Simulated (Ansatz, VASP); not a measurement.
**One calculation of Fe, two programs**

```
Fe
1.0
     4.12100    0.00000    0.00000
    -2.06050    3.56889    0.00000
     0.00000    0.00000    2.35491
Fe
3
Direct
  0.00000 0.00000 0.00000
  0.33333 0.66667 0.50000
  0.66667 0.33333 0.50000
```

Alike in both runs: task single point; functional RPBE; k mesh 10 × 10 × 15; occupations fermi-dirac, width 0.05 eV; collinear spin.

```csv
,VASP,Ansatz
version,VASP 6.6.1,Ansatz 0.2.0
potentials or method,"VASP PAW PBE potentials, release 64 (Fe), cutoff 520 eV","plane waves (420 eV) with PAW, scalar-relativistic"
valence electrons in the cell,24,48
```

```tsv
	VASP	Ansatz	Ansatz less VASP
pressure (GPa)	12.1	12.2	+0.15
traceless stress, the component that is largest in VASP (GPa)	-1.28	-0.98	+0.294
net moment per atom (μB)	2.43	2.42	-0.014
size of the moment on the site where the two differ most (μB)	2.53	2.55	+0.021
```

VASP's potentials were made for PBE, not for RPBE. Site moments also hang on the region over which each program counts them. VASP's potentials hold 24 valence electrons a cell and Ansatz's 48, so a difference there can come from the potentials and not from the codes.
